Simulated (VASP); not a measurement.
Set up this calculation in VASP 6.6.1, as the native input.

- Task: single point
- Functional: PBE
- Potentials or basis: VASP PAW PBE potentials, release 64 (Hg)
- Cutoff: 520 eV
- k mesh: 12 × 12 × 12
- Occupations: gaussian, width 0.05 eV
- Spin: no spin polarisation
- Dipole correction: no
- Further INCAR settings: ALGO = Fast; EDIFF = 1e-06; NBANDS = 12

The structure of Hg lies in POSCAR:

```
Hg
1.0
   -0.0569992482      2.4832106375      2.3884431086
    2.4130319576     -0.0355438031      2.3669876635
    2.4259721982      2.4746954330     -0.0484840437
Hg
1
Direct
    0.0000000000      0.0000000000      0.0000000000
```

This cell differs from its parent crystal: the cell strained at random.

These files were run (other wordings do the same):

INCAR

```
SYSTEM = Hg
PREC = Accurate
ENCUT = 520
EDIFF = 1E-6
ISMEAR = 0
SIGMA = 0.05
LREAL = .FALSE.
LASPH = .TRUE.
NELM = 80
ALGO = Fast
ISIF = 2
LWAVE = .FALSE.
LCHARG = .FALSE.
GGA = PE
NBANDS = 12
```

KPOINTS

```
regular mesh
0
G
  12 12 12
  0 0 0
```

Potentials or basis: VASP PAW PBE potentials, release 64 (Hg).

Run with:

```bash
$ cat potpaw_PBE.64/Hg/POTCAR > POTCAR
$ mpirun -np 1 vasp_std > vasp.out
```

It gave:

| Item | Value |
| --- | --- |
| Pressure | 0.6 GPa |
| Band gap on the k mesh | zero (bands 6 and 7 overlap by 0.72 eV) |

Caveat: the cell differs from its parent crystal (the cell strained at random); spin-orbit coupling is left out, which moves the levels of the heavy elements.

Wall time 2.5 min on 1 thread of Intel(R) Xeon(R) Platinum 8559C (Emerald Rapids), with other jobs on the host, peak memory 0.39 GiB.
